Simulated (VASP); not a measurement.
# Ta2N in VASP: further runs

Ta2N is run at these levels: LDA; tasks: single point, molecular dynamics.

Everything below comes from runs of VASP 6.6.1. Logs are shortened: lines on timing, memory, paths and dates and some standing lists are left out, and cuts for length are marked.

**1. The cell of the first run**

The typed cell holds 3 atoms: a = 3.113 Å, b = 3.113 Å, c = 4.870 Å, α = 90.00°, β = 90.00°, γ = 120.00°.

**2. Single point, LDA**

INCAR reads:

```
SYSTEM = Ta2N
PREC     = Accurate       ! precision mode
ENCUT    = 520            ! plane-wave cutoff, eV
EDIFF    = 1E-6           ! SCF threshold, eV
ISMEAR   = 1              ! smearing method
SIGMA    = 0.1            ! smearing width, eV
LREAL    = .FALSE.        ! projectors in reciprocal space
LASPH    = .TRUE.         ! aspherical terms in the spheres
NELM     = 100            ! most SCF steps
ALGO     = Normal         ! electronic algorithm
ISIF     = 2              ! what is computed and relaxed
LWAVE    = .FALSE.        ! write WAVECAR
LCHARG   = .FALSE.        ! write CHGCAR
GGA      = CA             ! functional
NBANDS   = 20             ! bands
```

KPOINTS reads:

```
regular mesh
0
G
  8 8 5
  0 0 0
```

POSCAR reads:

```
Ta2N
1.0
    3.1128615060      0.0000000000      0.0000000000
   -1.5564307530      2.6958171426      0.0000000000
    0.0000000000      0.0000000000      4.8698410000
Ta N
2 1
Direct
    0.3566655984      0.6742237711      0.2522690166
    0.6432762316      0.3258685413      0.7468420427
    0.0007546524     -0.0011911045      0.0114837425
```

Potentials or basis: VASP PAW LDA potentials, release 64 (Ta_pv, N).

Command:

```bash
$ cat potpaw_LDA.64/Ta_pv/POTCAR potpaw_LDA.64/N/POTCAR > POTCAR
$ mpirun -np 1 vasp_std > vasp.out
```

OUTCAR:

```text
SYSTEM = Ta2N
   PREC = Accurate
   ENCUT = 520
   EDIFF = 1E-6
   ISMEAR = 1
   LREAL = .FALSE.
   LASPH = .TRUE.
   NELM = 100
   ISIF = 2
   GGA = CA

 ion  position               nearest neighbor table
   1  0.357  0.674  0.252-   3 2.10   3 2.17   3 2.18   2 2.96   2 2.98   2 3.00   2 3.03   2 3.08
                             2 3.12
   2  0.643  0.326  0.747-   3 2.16   3 2.23   3 2.25   1 2.96   1 2.98   1 3.00   1 3.03   1 3.08
                             1 3.12
   3  0.001  0.999  0.011-   1 2.10   2 2.16   1 2.17   1 2.18   2 2.23   2 2.25

  LATTYP: Found a hexagonal cell.
 ALAT       =     3.1128615060
 C/A-ratio  =     1.5644258476

  Lattice vectors:

 A1 = (   3.1128615060,   0.0000000000,   0.0000000000)
 A2 = (  -1.5564307530,   2.6958171426,   0.0000000000)
 A3 = (   0.0000000000,   0.0000000000,   4.8698410000)

Analysis of symmetry for initial positions (statically):
=====================================================================
 Subroutine PRICEL returns:
 Original cell was already a primitive cell.

 Routine SETGRP: Setting up the symmetry group for a
 hexagonal supercell.

 Subroutine GETGRP returns: Found  1 space group operations
 (whereof  1 operations were pure point group operations)
 out of a pool of 24 trial point group operations.

The static configuration has the point symmetry C_1 .

Analysis of symmetry for dynamics (positions and initial velocities):
=====================================================================
 Subroutine PRICEL returns:
 Original cell was already a primitive cell.

 Routine SETGRP: Setting up the symmetry group for a
 hexagonal supercell.

 Subroutine GETGRP returns: Found  1 space group operations
 (whereof  1 operations were pure point group operations)
 out of a pool of 24 trial point group operations.

The dynamic configuration has the point symmetry C_1 .

 Subroutine INISYM returns: Found  1 space group operations
 (whereof  1 operations are pure point group operations),
 and found     1 'primitive' translations

----------------------------------------------------------------------------------------

                                     Primitive cell

  volume of cell :      40.8663

  direct lattice vectors                    reciprocal lattice vectors
     3.112861506  0.000000000  0.000000000     0.321247829  0.185472520  0.000000000
    -1.556430753  2.695817143  0.000000000     0.000000000  0.370945041  0.000000000
     0.000000000  0.000000000  4.869841000     0.000000000  0.000000000  0.205345513

  length of vectors
     3.112861506  3.112861506  4.869841000     0.370945041  0.370945041  0.205345513

  position of ions in fractional coordinates (direct lattice)
     0.356665598  0.674223771  0.252269017
     0.643276232  0.325868541  0.746842043
     0.000754652  0.998808895  0.011483742

  ion indices of the primitive-cell ions
   primitive index   ion index
                 1           1
                 2           2
                 3           3

----------------------------------------------------------------------------------------

 KPOINTS: regular mesh

Automatic generation of k-mesh.
 Grid dimensions read from file:
 generate k-points for:    8    8    5

 Generating k-lattice:

  Cartesian coordinates                     Fractional coordinates (reciprocal lattice)
     0.040155979  0.023184065  0.000000000     0.125000000  0.000000000  0.000000000
     0.000000000  0.046368130  0.000000000     0.000000000  0.125000000  0.000000000
     0.000000000  0.000000000  0.041069103     0.000000000  0.000000000  0.200000000

  Length of vectors
     0.046368130  0.046368130  0.041069103

  Shift w.r.t. Gamma in fractional coordinates (k-lattice)
     0.000000000  0.000000000  0.000000000

 Subroutine IBZKPT returns following result:
 ===========================================

 Found    162 irreducible k-points:

 Following reciprocal coordinates:
            Coordinates               Weight
  0.000000  0.000000  0.000000      1.000000
  0.125000  0.000000  0.000000      2.000000
  0.000000  0.125000  0.000000      2.000000
 -0.125000  0.125000  0.000000      2.000000
  0.250000  0.000000  0.000000      2.000000
  0.000000  0.250000  0.000000      2.000000
[... 16 lines left out ...]
  0.375000  0.125000  0.000000      2.000000
 -0.125000  0.500000  0.000000      2.000000
 [... further k-points ...]
   k-points           NKPTS =    162   k-points in BZ     NKDIM =    162   number of bands    NBANDS=     20
   number of dos      NEDOS =    301   number of ions     NIONS =      3
   total plane-waves  NPLWV =  20736
   dimension x,y,z NGX =    24 NGY =   24 NGZ =   36
   dimension x,y,z NGXF=    48 NGYF=   48 NGZF=   72
   ions per type =               2   1
   NGX,Y,Z   is equivalent  to a cutoff of  12.82, 12.82, 12.29 a.u.
   NGXF,Y,Z  is equivalent  to a cutoff of  25.63, 25.63, 24.58 a.u.
 SYSTEM =  Ta2N
   PREC   = accura    normal or accurate (medium, high low for compatibility)
   ISTART =      0    job   : 0-new  1-cont  2-samecut
   ICHARG =      2    charge: 1-file 2-atom 10-const
   ISPIN  =      1    spin polarized calculation?
   LNONCOLLINEAR =      F non collinear calculations
   LSORBIT =      F    spin-orbit coupling
   LASPH  =      T    aspherical Exc in radial PAW
   ENCUT  =  520.0 eV  38.22 Ry    6.18 a.u.   5.79  5.79  9.05*2*pi/ulx,y,z
   NELM   =    100;   NELMIN=  2; NELMDL= -5     # of ELM steps
   EDIFF  = 0.1E-05   stopping-criterion for ELM
   LREAL  =      F    real-space projection
   EDIFFG = 0.1E-04   stopping-criterion for IOM
   NSW    =      0    number of steps for IOM
   IBRION =     -1    ionic relax: 0-MD 1-quasi-New 2-CG
   NFREE  =      0    steps in history (QN), initial steepest desc. (CG)
   ISIF   =      2    stress and relaxation
   ISYM   =      2    0-nonsym 1-usesym 2-fastsym
   POTIM  = 0.5000    time-step for ionic-motion
   TEBEG  =    0.0;   TEEND  =   0.0 temperature during run
   PSTRESS=    0.0 pullay stress
   NELECT =      27.0000    total number of electrons
   NUPDOWN=      -1.0000    fix difference up-down
   EMIN   =  10.00;   EMAX   =-10.00  energy-range for DOS
   EFERMI =   0.00;   METHOD = LEGACY
   ISMEAR =     1;   SIGMA  =   0.10  broadening in eV -4-tet -1-fermi 0-gaus
   EFERMI_NEDOS =   21; number of points for ismear=-14 and -15
   IALGO  =     38    algorithm
   IMIX   =      4    mixing-type and parameters
     AMIX     =   0.40;   BMIX     =  1.00
     AMIX_MAG =   1.60;   BMIX_MAG =  1.00
  volume/ion in A,a.u.               =      13.62        91.93
  Fermi-wavevector in a.u.,A,eV,Ry     =   1.425852  2.694469 27.661374  2.033054
  Thomas-Fermi vector in A             =   2.546192
   LORBIT       =      0    0 simple, 1 ext, 2 COOP (PROOUT), +10 PAW based schemes
   GGA     = CA    functional components
   LHFCALC =     F    Hartree Fock is set to
   AEXX    =    0.0000 exact exchange contribution
   IVDW    =     0    specifies the selected vdW correction
   LEPSILON=     F    determine dielectric tensor
   LRPA    =     F    only Hartree local field effects (RPA)
 non-spin polarized calculation
 Methfessel and Paxton  Order N= 1 SIGMA  =   0.10
  energy-cutoff  :      520.00
  volume of cell :       40.87
 maximum number of plane-waves:      1116
   NGX = 11   NGY = 11   NGZ = 19

 number of electron      27.0000002 magnetization

 Free energy of the ion-electron system (eV)
  ---------------------------------------------------
  ext. energy  EPLUGINS =         0.00000000
  ---------------------------------------------------
  free energy    TOTEN  =       -37.52411043 eV

  energy without entropy =      -37.52461084  energy(sigma->0) =      -37.52427724

 E-fermi :   7.3338     XC(G=0): -13.0406

 val. band max:        7.3196907380   @ k =  -0.3750   0.1250  -0.4000
 cond. band min:       7.3516589564   @ k =   0.0000   0.3750   0.4000
 fundamental gap:      0.0319682184
 Fermi energy:         7.3338154412

 k-point     1 :       0.0000    0.0000    0.0000
  band No.  band energies     occupation
      1     -28.1725      2.00000
      2     -27.4548      2.00000
      3     -27.4209      2.00000
      4     -27.3397      2.00000
      5     -27.2849      2.00000
      6     -27.1838      2.00000
[... 12 lines left out ...]
     19       8.8442     -0.00000
     20      12.3877      0.00000

 k-point     2 :       0.1250    0.0000    0.0000
  band No.  band energies     occupation
      1     -28.1309      2.00000
      2     -27.5217      2.00000
      3     -27.4831      2.00000
      4     -27.4233      2.00000
      5     -27.2967      2.00000
      6     -27.1974      2.00000
[... 12 lines left out ...]
     19       9.8674      0.00000
     20      12.4237      0.00000

 k-point     3 :       0.0000    0.1250    0.0000
  band No.  band energies     occupation
      1     -28.1254      2.00000
      2     -27.5356      2.00000
      3     -27.4645      2.00000
      4     -27.4021      2.00000
      5     -27.3204      2.00000
      6     -27.2042      2.00000
[... 12 lines left out ...]
     19       9.8682      0.00000
     20      12.2101      0.00000

 k-point     4 :      -0.1250    0.1250    0.0000
  band No.  band energies     occupation
      1     -28.1243      2.00000
      2     -27.5400      2.00000
      3     -27.4609      2.00000
      4     -27.3945      2.00000
      5     -27.3266      2.00000
      6     -27.2058      2.00000
[... 12 lines left out ...]
     19       9.7448      0.00000
     20      12.1588      0.00000

 k-point     5 :       0.2500    0.0000    0.0000
  band No.  band energies     occupation
      1     -28.0237      2.00000
      2     -27.7595      2.00000
      3     -27.6133      2.00000
      4     -27.5503      2.00000
      5     -27.3273      2.00000
      6     -27.2389      2.00000
[... 12 lines left out ...]
     19      11.6495      0.00000
     20      12.2016      0.00000
[... 353 lines left out ...]
      6     -27.3115      2.00000
[... 12 lines left out ...]
     19      12.0918      0.00000
     20      12.5548      0.00000

 k-point    22 :       0.3750   -0.1250    0.0000
  band No.  band energies     occupation
      1     -27.9434      2.00000
      2     -27.8613      2.00000
      3     -27.7574      2.00000
      4     -27.5782      2.00000
      5     -27.3983      2.00000
      6     -27.2917      2.00000
[... 12 lines left out ...]
     19      11.9023      0.00000
     20      12.5029      0.00000

 k-point    23 :       0.3750    0.1250    0.0000
  band No.  band energies     occupation
      1     -28.0525      2.00000
      2     -27.8426      2.00000
      3     -27.7983      2.00000
      4     -27.6689      2.00000
      5     -27.4307      2.00000
      6     -27.3469      2.00000
[... 12 lines left out ...]
     19      11.9479      0.00000
     20      12.2697      0.00000

 k-point    24 :      -0.1250    0.5000    0.0000
  band No.  band energies     occupation
      1     -28.0257      2.00000
      2     -27.8346      2.00000
      3     -27.7116      2.00000
      4     -27.6668      2.00000
      5     -27.4565      2.00000
      6     -27.4426      2.00000
[... 12 lines left out ...]
     19      11.8322      0.00000
     20      12.1140      0.00000

 [... further k-points ...]
[... 5 lines left out ...]
  --------------------------------------------------------------------------------------
  -------------------------------------------------------------------------------------
  Total       -2.8577720     -2.8427414     -3.4210097     -0.0073413     -0.2387414     -0.5935431
  in kB     -112.0400109   -111.4507319   -134.1219544     -0.2878201     -9.3599450    -23.2700781
  external PRESSURE =    -119.2042324 kB  Pullay stress =       0.0000000 kB

 VOLUME and BASIS-vectors are now :
 -----------------------------------------------------------------------------
  energy-cutoff  :      520.00
  volume of cell :       40.87
      direct lattice vectors                 reciprocal lattice vectors
     3.112861506  0.000000000  0.000000000     0.321247829  0.185472520  0.000000000
    -1.556430753  2.695817143  0.000000000     0.000000000  0.370945041  0.000000000
     0.000000000  0.000000000  4.869841000     0.000000000  0.000000000  0.205345513

 POSITION                                       TOTAL-FORCE (eV/Angst)
 -----------------------------------------------------------------------------------
      0.06087      1.81758      1.22851        -0.414004     -0.194383      0.147756
      1.49524      0.87848      3.63700         0.388317      0.135661      0.644944
     -1.55223      2.69261      0.05592         0.025687      0.058722     -0.792700
 -----------------------------------------------------------------------------------
    total drift:                               -0.000021      0.000006      0.000265

  FREE ENERGIE OF THE ION-ELECTRON SYSTEM (eV)
  ---------------------------------------------------
  free  energy   TOTEN  =       -37.5241104314 eV

  energy  without entropy=      -37.5246108445  energy(sigma->0) =      -37.52427724
```

Wall time 49 s (1 thread of Intel Xeon Platinum 8488C (Sapphire Rapids), shared host); peak memory 0.23 GiB.

Results:

```yaml
Free_energy: -37.5241 eV
Pressure: -11.9 GPa
Largest_force: 0.795 eV/Å
```

Forces on the atoms (eV/Å):
```
Ta  -0.414 -0.194  0.148
Ta   0.388  0.136  0.645
N    0.026  0.059 -0.793
```

Stress tensor (GPa, compression positive):
```
-11.20  -0.03  -2.33
 -0.03 -11.15  -0.94
 -2.33  -0.94 -13.41
```

Caveat: spin-orbit coupling is left out, which moves the levels of the heavy elements.

**3. Single point, LDA**

INCAR reads:

```
PREC = Accurate
ENCUT = 520
EDIFF = 1E-6
ISMEAR = 1
SIGMA = 0.1
LREAL = False
LASPH = True
NELM = 100
ALGO = Normal
ISIF = 2
LWAVE = False
LCHARG = False
NBANDS = 20
```

KPOINTS reads:

```
Automatic mesh
0
Gamma
  8 8 5
```

POSCAR reads:

```
Ta2N
1.0
    3.1128615060      0.0000000000      0.0000000000
   -1.5564307530      2.6958171426      0.0000000000
    0.0000000000      0.0000000000      4.8698410000
Ta N
2 1
Direct
    0.3648209530      0.6766527192      0.2514866502
    0.6344906936      0.3230215382      0.7499064138
    0.0088911389      0.0042076296     -0.0179975075
```

Potentials or basis: VASP PAW LDA potentials, release 64 (Ta_pv, N).

Command:

```bash
$ cat potpaw_LDA.64/Ta_pv/POTCAR potpaw_LDA.64/N/POTCAR > POTCAR
$ mpirun -np 1 vasp_std > vasp.out
```

Wall time 49 s (1 thread of Intel Xeon Platinum 8488C (Sapphire Rapids), shared host); peak memory 0.23 GiB.

The run converged. Its results:

```
Free energy   : -37.4587 eV
Pressure      : -10.3 GPa
Largest force : 1.487 eV/Å
```

Forces in eV/Å, atoms in the order of the input:
```
Ta  -0.305 -0.054 -0.578
Ta   0.857  0.347 -0.772
N   -0.552 -0.294  1.349
```

Stress tensor (GPa, compression positive):
```
 -8.59   1.17  -4.19
  1.17  -9.87  -1.91
 -4.19  -1.91 -12.35
```

Levels at points of the mesh, in eV from the Fermi level:
| k point | band 9 | band 10 | band 11 | band 12 | band 13 | band 14 | band 15 | band 16 | band 17 | band 18 |
| --- | --- | --- | --- | --- | --- | --- | --- | --- | --- | --- |
| (0.00, 0.00, 0.00) | -6.29 | -6.13 | -4.74 | -1.14 | -0.20 | -0.13 | -0.01 | 0.49 | 0.71 | 1.22 |
| (0.50, 0.00, 0.00) | -6.31 | -6.24 | -4.57 | -2.54 | -1.13 | 1.54 | 1.79 | 3.66 | 3.83 | 4.23 |
| (0.00, 0.50, 0.00) | -6.57 | -6.39 | -4.37 | -2.42 | -1.35 | 1.56 | 2.37 | 3.29 | 3.45 | 4.19 |
| (0.50, 0.50, 0.00) | -6.61 | -6.48 | -4.33 | -2.40 | -1.41 | 1.73 | 2.36 | 3.35 | 3.50 | 4.23 |

Caveat: spin-orbit coupling is left out, which moves the levels of the heavy elements; forces of over 1 eV/Å act on the atoms, so gaps and moduli don't describe the material at rest.

**4. Molecular dynamics, LDA**

INCAR reads:

```
SYSTEM = Ta2N
ALGO     = Normal         ! electronic algorithm
EDIFF    = 1E-5           ! SCF threshold, eV
ENCUT    = 520            ! plane-wave cutoff, eV
GGA      = CA             ! functional
IBRION   = 0              ! ionic algorithm
ISIF     = 2              ! what is computed and relaxed
ISMEAR   = 1              ! smearing method
ISYM     = 0            
LASPH    = .TRUE.         ! aspherical terms in the spheres
LCHARG   = .FALSE.        ! write CHGCAR
LREAL    = .FALSE.        ! projectors in reciprocal space
LWAVE    = .FALSE.        ! write WAVECAR
MDALGO   = 2            
NELM     = 100            ! most SCF steps
NELMIN   = 4            
NSW      = 20             ! ionic steps
POTIM    = 2.0            ! step
PREC     = Accurate       ! precision mode
RANDOM_SEED= 7563 0 0     
SIGMA    = 0.1            ! smearing width, eV
SMASS    = 0            
TEBEG    = 900.0        
TEEND    = 900.0
```

KPOINTS reads:

```
k-points
0
G
  8 8 5
  0 0 0
```

POSCAR reads:

```
Ta2N
1.0
    3.1128615060      0.0000000000      0.0000000000
   -1.5564307530      2.6958171426      0.0000000000
    0.0000000000      0.0000000000      4.8698410000
Ta N
2 1
Direct
    0.3333333333      0.6666666667      0.2547110000
    0.6666666667      0.3333333333      0.7452890000
    0.0000000000      0.0000000000      0.0000000000
```

Command:

```bash
$ cat potpaw_LDA.64/Ta_pv/POTCAR potpaw_LDA.64/N/POTCAR > POTCAR
$ mpirun -np 1 vasp_std > vasp.out
```

Run time: 4.8 min. Hardware: 1 thread of Intel Xeon Platinum 8488C (Sapphire Rapids), shared host; peak memory 0.33 GiB.

The path:
| step | potential energy change (eV) | largest force (eV/Å) | pressure (GPa) | volume (Å³) | temperature (K) |
| --- | --- | --- | --- | --- | --- |
| 1 | 0.0000 | 0.5303 | -13.28 | 40.87 | 901 |
| 2 | 0.0063 | 0.6690 | -13.10 | 40.87 | 876 |
| 3 | 0.0269 | 0.8708 | -12.71 | 40.87 | 797 |
| 4 | 0.0592 | 1.2703 | -12.16 | 40.87 | 676 |
| 5 | 0.0984 | 1.6315 | -11.49 | 40.87 | 531 |
| 6 | 0.1394 | 1.9535 | -10.82 | 40.87 | 382 |
| 7 | 0.1766 | 2.2118 | -10.18 | 40.87 | 249 |
| 8 | 0.2042 | 2.3890 | -9.70 | 40.87 | 153 |
| 9 | 0.2178 | 2.4748 | -9.40 | 40.87 | 111 |
| 10 | 0.2147 | 2.4615 | -9.34 | 40.87 | 134 |
| 11 | 0.1943 | 2.3452 | -9.51 | 40.87 | 233 |
| 12 | 0.1590 | 2.1277 | -9.88 | 40.87 | 412 |
| 13 | 0.1136 | 1.8132 | -10.39 | 40.87 | 664 |
| 14 | 0.0656 | 1.4130 | -10.93 | 40.87 | 970 |
| 15 | 0.0245 | 0.9428 | -11.37 | 40.87 | 1296 |
| 16 | 0.0008 | 0.4878 | -11.56 | 40.87 | 1584 |
| 17 | 0.0040 | 0.5530 | -11.36 | 40.87 | 1770 |
| 18 | 0.0407 | 1.1557 | -10.71 | 40.87 | 1799 |
| 19 | 0.1111 | 1.8469 | -9.60 | 40.87 | 1652 |
| 20 | 0.2076 | 2.5199 | -8.16 | 40.87 | 1359 |

Caveat: spin-orbit coupling is left out, which moves the levels of the heavy elements.

(Continued in part 2 of 2.)
